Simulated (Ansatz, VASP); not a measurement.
**One calculation of HfWF3, two programs**

```
CELL_PARAMETERS angstrom
4.23446 0.00000 0.00000
0.00000 4.23446 0.00000
0.00000 0.00000 4.23446
ATOMIC_POSITIONS crystal
Hf 0.50000 0.50000 0.50000
W 0.00000 0.00000 0.00000
F 0.50000 0.00000 0.00000
F 0.00000 0.50000 0.00000
F 0.00000 0.00000 0.50000
```

Change from the starting cell: species swapped into the DyRu3C type (Pm-3m, No. 221).

Alike in both runs: task relaxation of cell and atoms; functional PBE; k mesh 10 × 10 × 10; occupations gaussian, width 0.1 eV; no spin polarisation.

```csv
,VASP,Ansatz
version,VASP 6.6.1,Ansatz 0.2.0
potentials or method,"VASP PAW PBE potentials, release 64 (Hf_pv, W_sv, F), cutoff 600 eV","scalar-relativistic, plane waves, PAW"
valence electrons in the cell,45,61
```

|  | VASP | Ansatz | Ansatz less VASP |
| --- | --- | --- | --- |
| gap on the k mesh at the Fermi level, each at its own relaxed structure (eV) | none | none | - |
| relaxed volume (Å³/atom) | 15.27 | 15.24 | -0.024 |
| relaxed cell length with the largest relative difference (Å) | 4.242 | 4.240 | -0.0023 |

A gap of «none» marks a metal or a gap that the smearing closes. VASP's potentials hold 45 valence electrons a cell and Ansatz's 61, so a difference there can come from the potentials and not from the codes.

Spin-orbit coupling is off throughout.
